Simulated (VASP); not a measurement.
# Si23H4O48 (a cell with a defect) in VASP: notebook

Si23H4O48 (a cell with a defect) is run at these levels: PBE; tasks: single point.

Everything below comes from runs of VASP 6.6.1. Logs are shortened: lines on timing, memory, paths and dates and some standing lists are left out, and cuts for length are marked.

## Step 1: The cell of the first run

The cell holds a defect, 75 atoms: a = 9.832 Å, b = 9.832 Å, c = 10.818 Å, α = 90.00°, β = 90.00°, γ = 120.00°.

## Step 2: Single point, PBE

Contents of INCAR:

```
PREC = Accurate
ENCUT = 520
EDIFF = 1E-6
ISMEAR = 0
SIGMA = 0.02
LREAL = Auto
LASPH = T
NELM = 100
ALGO = Normal
ISIF = 2
LWAVE = F
LCHARG = F
GGA = PE
NBANDS = 235
```

Contents of KPOINTS:

```
regular mesh
0
Gamma
  1 1 1
```

Contents of POSCAR:

```
Si23H4O48
1.0
    9.8316000000      0.0000000000      0.0000000000
   -4.9158000000      8.5144150000      0.0000000000
    0.0000000000      0.0000000000     10.8182000000
Si O H
23 48 4
Direct
    0.2668430000      0.0009767400      0.1634700000
    0.0028516000      0.2703680000      0.3357050000
    0.2306050000      0.2354080000      0.0001007300
    0.2653480000      0.9977494000      0.6636500000
    0.9932126000      0.2663560000      0.8350300000
    0.2323110000      0.2285110000      0.5017520000
    0.2682820000      0.5027390000      0.1672110000
    0.9997803800      0.7676140000      0.3331480000
    0.2338640000      0.7330290000      0.9966533000
    0.9989205000      0.7666930000      0.8327140000
    0.2344290000      0.7356140000      0.4976220000
    0.7692410000      0.0042952000      0.1672390000
    0.4984520000      0.2670890000      0.3326380000
    0.7266420000      0.2320240000      0.0002954000
    0.7657180000      0.0012322000      0.6669000000
    0.4945750000      0.2657660000      0.8320270000
    0.7327730000      0.2338080000      0.4992370000
    0.7651740000      0.5008340000      0.1672980000
    0.5011880000      0.7703670000      0.3320530000
    0.7350830000      0.7369020000      0.0012113000
    0.7631940000      0.4995590000      0.6663380000
    0.5046480000      0.7692100000      0.8316280000
    0.7327490000      0.7354920000      0.4996880000
    0.0687650000      0.2066210000      0.4462400000
    0.2961240000      0.3658270000      0.1099080000
    0.1402060000      0.4347450000      0.2786630000
    0.2024600000      0.0698960000      0.0553950000
    0.3623780000      0.2944360000      0.3913610000
    0.4306990000      0.1384180000      0.2213530000
    0.0654320000      0.2098730000      0.9457150000
    0.3038820000      0.3517710000      0.6166480000
    0.1356700000      0.4290170000      0.7780800000
    0.1997120000      0.0574320000      0.5499300000
    0.3584550000      0.2958220000      0.8879650000
    0.4284840000      0.1364520000      0.7217280000
    0.0679010000      0.7063220000      0.4438320000
    0.2991160000      0.8684090000      0.1031500000
    0.1368330000      0.9300380000      0.2735220000
    0.2040780000      0.5698520000      0.0580140000
    0.3639780000      0.7993980000      0.3865800000
    0.4342950000      0.6406840000      0.2215190000
    0.0677460000      0.7049810000      0.9423610000
    0.2993620000      0.8643310000      0.6090240000
    0.1350350000      0.9300380000      0.7738950000
    0.2058530000      0.5699500000      0.5554350000
    0.3593880000      0.7870590000      0.8833780000
    0.4574520000      0.6484340000      0.7143040000
    0.5683340000      0.2046660000      0.4411890000
    0.7907210000      0.3628830000      0.1097040000
    0.6344730000      0.4331810000      0.2768560000
    0.7032200000      0.0691220000      0.0573170000
    0.8658290000      0.2991990000      0.3913950000
    0.9337440000      0.1415760000      0.2241200000
    0.5617480000      0.2046160000      0.9436860000
    0.7914020000      0.3622690000      0.6109670000
    0.6303510000      0.4323090000      0.7751710000
    0.7053660000      0.0690910000      0.5554790000
    0.8539980000      0.2927100000      0.8882170000
    0.9307640000      0.1366270000      0.7244910000
    0.5684650000      0.7078670000      0.4422990000
    0.7990200000      0.8685060000      0.1101390000
    0.6394420000      0.9356300000      0.2772850000
    0.7054800000      0.5714430000      0.0574340000
    0.8637870000      0.7971160000      0.3899890000
    0.9305870000      0.6356190000      0.2243800000
    0.5697540000      0.7090080000      0.9453830000
    0.7944690000      0.8645580000      0.6107280000
    0.6368080000      0.9393260000      0.7782680000
    0.7041320000      0.5699330000      0.5561050000
    0.8633810000      0.7966100000      0.8896810000
    0.9285160000      0.6335080000      0.7246220000
    0.4519957200      0.5418411200      0.7259895300
    0.2297450000      0.3561110000      0.6755540000
    0.3027980000      0.5849670000      0.5956360000
    0.1163320000      0.4796660000      0.7069560000
```

Potentials or basis: VASP PAW PBE potentials, release 64 (Si, O, H).

Launch:

```sh
$ cat potpaw_PBE.64/Si/POTCAR potpaw_PBE.64/O/POTCAR potpaw_PBE.64/H/POTCAR > POTCAR
$ mpirun -np 1 vasp_gam > vasp.out
```

OUTCAR:

```text
PREC = Accurate
   ENCUT = 520
   EDIFF = 1E-6
   ISMEAR = 0
   LREAL = Auto
   LASPH = T
   NELM = 100
   ISIF = 2
   GGA = PE

 ion  position               nearest neighbor table
   1  0.267  0.001  0.163-  29 1.62  37 1.62  38 1.63  27 1.63   3 3.06  13 3.07   9 3.07   8 3.08

   2  0.003  0.270  0.336-  26 1.62  52 1.62  24 1.63  53 1.63  17 3.06   7 3.06   6 3.07  12 3.07

   3  0.231  0.235  0.000-  27 1.62  30 1.62  25 1.63  34 1.63   7 3.06  16 3.06   1 3.06   5 3.07

   4  0.265  0.998  0.664-  43 1.62  35 1.62  33 1.63  44 1.63   6 3.01  11 3.03  16 3.07  10 3.07

   5  0.993  0.266  0.835-  58 1.62  30 1.62  59 1.63  32 1.63  15 3.05  14 3.05   3 3.07
   6  0.232  0.229  0.502-  24 1.63  28 1.63  31 1.63  33 1.63   4 3.01  13 3.06   2 3.07
   7  0.268  0.503  0.167-  41 1.62  25 1.62  26 1.63  39 1.63  19 3.05   3 3.06   2 3.06   9 3.07
[... 77 lines left out ...]
  70  0.863  0.797  0.890-  10 1.62  20 1.63
  71  0.929  0.634  0.725-  21 1.62  10 1.63
  72  0.452  0.542  0.726-  47 1.03
  73  0.230  0.356  0.676-  31 0.99
  74  0.303  0.585  0.596-  45 0.99
  75  0.116  0.480  0.707-  32 0.99

  LATTYP: Found a hexagonal cell.
 ALAT       =     9.8316000000
 C/A-ratio  =     1.1003498922

  Lattice vectors:

 A1 = (   9.8316000000,   0.0000000000,   0.0000000000)
 A2 = (  -4.9158000000,   8.5144150000,   0.0000000000)
 A3 = (   0.0000000000,   0.0000000000,  10.8182000000)

Analysis of symmetry for initial positions (statically):
=====================================================================
 Subroutine PRICEL returns:
 Original cell was already a primitive cell.

 Routine SETGRP: Setting up the symmetry group for a
 hexagonal supercell.

 Subroutine GETGRP returns: Found  1 space group operations
 (whereof  1 operations were pure point group operations)
 out of a pool of 24 trial point group operations.

The static configuration has the point symmetry C_1 .

Analysis of symmetry for dynamics (positions and initial velocities):
=====================================================================
 Subroutine PRICEL returns:
 Original cell was already a primitive cell.

 Routine SETGRP: Setting up the symmetry group for a
 hexagonal supercell.

 Subroutine GETGRP returns: Found  1 space group operations
 (whereof  1 operations were pure point group operations)
 out of a pool of 24 trial point group operations.

The dynamic configuration has the point symmetry C_1 .

 Subroutine INISYM returns: Found  1 space group operations
 (whereof  1 operations are pure point group operations),
 and found     1 'primitive' translations

----------------------------------------------------------------------------------------

                                     Primitive cell

  volume of cell :     905.5950

  direct lattice vectors                    reciprocal lattice vectors
     9.831600000  0.000000000  0.000000000     0.101712844  0.058723941  0.000000000
    -4.915800000  8.514415000  0.000000000     0.000000000  0.117447881  0.000000000
     0.000000000  0.000000000 10.818200000     0.000000000  0.000000000  0.092436819

  length of vectors
     9.831600000  9.831599688 10.818200000     0.117447877  0.117447881  0.092436819

  position of ions in fractional coordinates (direct lattice)
     0.266843000  0.000976740  0.163470000
     0.002851600  0.270368000  0.335705000
     0.230605000  0.235408000  0.000100730
     0.265348000  0.997749400  0.663650000
     0.993212600  0.266356000  0.835030000
     0.232311000  0.228511000  0.501752000
[... 67 lines left out ...]
     0.302798000  0.584967000  0.595636000
     0.116332000  0.479666000  0.706956000

  ion indices of the primitive-cell ions
   primitive index   ion index
                 1           1
                 2           2
                 3           3
                 4           4
                 5           5
                 6           6
[... 67 lines left out ...]
                74          74
                75          75

----------------------------------------------------------------------------------------

 KPOINTS: regular mesh

Automatic generation of k-mesh.
 Grid dimensions read from file:
 generate k-points for:    1    1    1

 Generating k-lattice:

  Cartesian coordinates                     Fractional coordinates (reciprocal lattice)
     0.101712844  0.058723941  0.000000000     1.000000000  0.000000000  0.000000000
     0.000000000  0.117447881  0.000000000     0.000000000  1.000000000  0.000000000
     0.000000000  0.000000000  0.092436819     0.000000000  0.000000000  1.000000000

  Length of vectors
     0.117447877  0.117447881  0.092436819

  Shift w.r.t. Gamma in fractional coordinates (k-lattice)
     0.000000000  0.000000000  0.000000000

 Subroutine IBZKPT returns following result:
 ===========================================

 Found      1 irreducible k-points:

 Following reciprocal coordinates:
            Coordinates               Weight
  0.000000  0.000000  0.000000      1.000000
   k-points           NKPTS =      1   k-points in BZ     NKDIM =      1   number of bands    NBANDS=    235
   number of dos      NEDOS =    301   number of ions     NIONS =     75
   total plane-waves  NPLWV = 512000
   dimension x,y,z NGX =    80 NGY =   80 NGZ =   80
   dimension x,y,z NGXF=   160 NGYF=  160 NGZF=  160
   ions per type =              23  48   4
   NGX,Y,Z   is equivalent  to a cutoff of  13.53, 13.53, 12.29 a.u.
   NGXF,Y,Z  is equivalent  to a cutoff of  27.05, 27.05, 24.59 a.u.
 SYSTEM =  unknown system
   PREC   = accura    normal or accurate (medium, high low for compatibility)
   ISTART =      0    job   : 0-new  1-cont  2-samecut
   ICHARG =      2    charge: 1-file 2-atom 10-const
   ISPIN  =      1    spin polarized calculation?
   LNONCOLLINEAR =      F non collinear calculations
   LSORBIT =      F    spin-orbit coupling
   LASPH  =      T    aspherical Exc in radial PAW
   ENCUT  =  520.0 eV  38.22 Ry    6.18 a.u.  18.28 18.28 20.11*2*pi/ulx,y,z
   NELM   =    100;   NELMIN=  2; NELMDL= -5     # of ELM steps
   EDIFF  = 0.1E-05   stopping-criterion for ELM
   LREAL  =      T    real-space projection
   EDIFFG = 0.1E-04   stopping-criterion for IOM
   NSW    =      0    number of steps for IOM
   IBRION =     -1    ionic relax: 0-MD 1-quasi-New 2-CG
   NFREE  =      0    steps in history (QN), initial steepest desc. (CG)
   ISIF   =      2    stress and relaxation
   ISYM   =      2    0-nonsym 1-usesym 2-fastsym
   POTIM  = 0.5000    time-step for ionic-motion
   TEBEG  =    0.0;   TEEND  =   0.0 temperature during run
   PSTRESS=    0.0 pullay stress
   NELECT =     384.0000    total number of electrons
   NUPDOWN=      -1.0000    fix difference up-down
   EMIN   =  10.00;   EMAX   =-10.00  energy-range for DOS
   EFERMI =   0.00;   METHOD = LEGACY
   ISMEAR =     0;   SIGMA  =   0.02  broadening in eV -4-tet -1-fermi 0-gaus
   EFERMI_NEDOS =   21; number of points for ismear=-14 and -15
   IALGO  =     38    algorithm
   IMIX   =      4    mixing-type and parameters
     AMIX     =   0.40;   BMIX     =  1.00
     AMIX_MAG =   1.60;   BMIX_MAG =  1.00
  volume/ion in A,a.u.               =      12.07        81.48
  Fermi-wavevector in a.u.,A,eV,Ry     =   1.229912  2.324196 20.581296  1.512683
  Thomas-Fermi vector in A             =   2.364781
   LORBIT       =      0    0 simple, 1 ext, 2 COOP (PROOUT), +10 PAW based schemes
   GGA     = PE    functional components
   LHFCALC =     F    Hartree Fock is set to
   AEXX    =    0.0000 exact exchange contribution
   IVDW    =     0    specifies the selected vdW correction
   LEPSILON=     F    determine dielectric tensor
   LRPA    =     F    only Hartree local field effects (RPA)
 non-spin polarized calculation
 Gauss-broadening in eV      SIGMA  =   0.02
  energy-cutoff  :      520.00
  volume of cell :      905.60
 maximum number of plane-waves:     12195
 NGX is ok and might be reduce to    80
   NGX = 37   NGY = 37   NGZ = 41

 number of electron     384.0000016 magnetization

 Free energy of the ion-electron system (eV)
  ---------------------------------------------------
  ext. energy  EPLUGINS =         0.00000000
  ---------------------------------------------------
  free energy    TOTEN  =      -573.47126104 eV

  energy without entropy =     -573.47126104  energy(sigma->0) =     -573.47126104

 E-fermi :   1.2032     XC(G=0):  -9.2404

 val. band max:        1.0880302285   @ k =   0.0000   0.0000   0.0000
 cond. band min:       6.7868686130   @ k =   0.0000   0.0000   0.0000
 fundamental gap:      5.6988383845
 Fermi energy:         1.2031710924

 k-point     1 :       0.0000    0.0000    0.0000
  band No.  band energies     occupation
      1     -18.3458      2.00000
      2     -17.9079      2.00000
      3     -17.9015      2.00000
      4     -17.8688      2.00000
      5     -17.8572      2.00000
      6     -17.8307      2.00000
[... 196 lines left out ...]
    203       9.8098      0.00000
    204       9.8263      0.00000
 [bands above 204 left out]

------------------------ aborting loop because EDIFF is reached ----------------------------------------

  FORCE on cell =-STRESS in cart. coord.  units (eV):
  Direction    XX          YY          ZZ          XY          YZ          ZX
  --------------------------------------------------------------------------------------
  -------------------------------------------------------------------------------------
  Total       13.5295477     15.3776832     14.1484193      1.3437070     -0.7101015     -0.3665688
  in kB       23.9364555     27.2061740     25.0313620      2.3772844     -1.2563106     -0.6485330
  external PRESSURE =      25.3913305 kB  Pullay stress =       0.0000000 kB

 VOLUME and BASIS-vectors are now :
 -----------------------------------------------------------------------------
  energy-cutoff  :      520.00
  volume of cell :      905.60
      direct lattice vectors                 reciprocal lattice vectors
     9.831600000  0.000000000  0.000000000     0.101712844  0.058723941  0.000000000
    -4.915800000  8.514415000  0.000000000     0.000000000  0.117447881  0.000000000
     0.000000000  0.000000000 10.818200000     0.000000000  0.000000000  0.092436819

 POSITION                                       TOTAL-FORCE (eV/Angst)
 -----------------------------------------------------------------------------------
      2.61869      0.00832      1.76845         0.017884     -0.009261     -0.002787
     -1.30104      2.30203      3.63172        -0.008486      0.018135     -0.001766
      1.11000      2.00436      0.00109        -0.028316     -0.010097      0.008854
     -2.29594      8.49525      7.17950         0.019145     -0.016071      0.013751
      8.45552      2.26787      9.03352         0.015810     -0.004836      0.014560
      1.16067      1.94564      5.42805        -0.000781     -0.028282     -0.065532
[... 67 lines left out ...]
      0.10141      4.98065      6.44371         0.110723     -0.005805      0.069102
     -1.21421      4.08408      7.64799        -0.012963      0.054697     -0.058863
 -----------------------------------------------------------------------------------
    total drift:                               -0.020051      0.003093     -0.013857

  FREE ENERGIE OF THE ION-ELECTRON SYSTEM (eV)
  ---------------------------------------------------
  free  energy   TOTEN  =      -573.4712610449 eV

  energy  without entropy=     -573.4712610449  energy(sigma->0) =     -573.47126104
```

Run time: 3.9 min. Hardware: 1 thread of Intel Xeon 6975P-C (Granite Rapids), shared host; peak memory 0.98 GiB.

Results:

| Quantity | Value |
| --- | --- |
| Free energy | -573.4713 eV |
| Pressure | 2.5 GPa |
| Largest force | 2.145 eV/Å |
| Band gap on the k mesh | 5.70 eV |

Forces on the atoms (eV/Å):
```
Si   0.018 -0.009 -0.003
Si  -0.008  0.018 -0.002
Si  -0.028 -0.010  0.009
Si   0.019 -0.016  0.014
Si   0.016 -0.005  0.015
Si  -0.001 -0.028 -0.066
Si   0.010  0.004 -0.006
Si  -0.011  0.009  0.000
Si   0.012 -0.011 -0.019
Si  -0.006  0.008  0.008
Si  -0.023  0.003 -0.010
Si   0.012 -0.005 -0.008
Si   0.001  0.008 -0.003
Si   0.000 -0.014  0.006
Si  -0.002 -0.022  0.003
Si   0.010 -0.021  0.019
Si   0.000 -0.016  0.002
Si   0.009  0.003 -0.004
Si   0.000  0.006  0.006
Si  -0.031 -0.008 -0.006
Si   0.031  0.014 -0.017
Si  -0.010 -0.057 -0.021
Si  -0.021 -0.008  0.011
O    0.015  0.014  0.009
O   -0.007 -0.006 -0.009
O    0.008 -0.008  0.001
O    0.014  0.011  0.002
O   -0.012 -0.009  0.013
O   -0.011  0.009  0.006
O    0.004  0.008 -0.005
O    0.042  0.012  0.006
O    0.021 -0.029  0.011
O   -0.001  0.017  0.001
O    0.007  0.003 -0.010
O   -0.015  0.012  0.001
O    0.002  0.009 -0.004
O   -0.012 -0.001  0.000
O    0.012 -0.004 -0.008
O    0.007  0.004  0.007
O   -0.003 -0.013  0.006
O   -0.008  0.004  0.003
O   -0.004  0.008 -0.007
O   -0.010 -0.004 -0.007
O    0.013  0.003 -0.012
O   -0.047 -0.023 -0.002
O   -0.020  0.001  0.026
O    0.963 -1.882  0.202
O   -0.004  0.011 -0.005
O   -0.011 -0.006 -0.006
O    0.008 -0.004 -0.001
O    0.009  0.007  0.003
O    0.001 -0.011  0.008
O   -0.007  0.011  0.007
O   -0.008  0.010 -0.010
O   -0.011 -0.002 -0.003
O   -0.017 -0.003 -0.004
O    0.006  0.011  0.001
O    0.000 -0.011  0.006
O   -0.001  0.014  0.004
O    0.002  0.013 -0.013
O   -0.005  0.002 -0.002
O    0.006 -0.005 -0.003
O    0.014  0.001  0.008
O    0.000 -0.009  0.007
O   -0.009  0.007  0.007
O    0.019  0.014  0.022
O   -0.004 -0.004 -0.013
O    0.013  0.025 -0.003
O    0.012 -0.003  0.009
O    0.005 -0.010  0.005
O   -0.009 -0.003  0.004
H   -0.989  1.884 -0.272
H   -0.073  0.035  0.075
H    0.111 -0.006  0.069
H   -0.013  0.055 -0.059
```

Stress tensor (GPa, compression positive):
```
 2.39  0.24 -0.06
 0.24  2.72 -0.13
-0.06 -0.13  2.50
```

Caveat: the k points lie up to 0.74 Å⁻¹ apart.

(Part 1 of 3 ends here.)
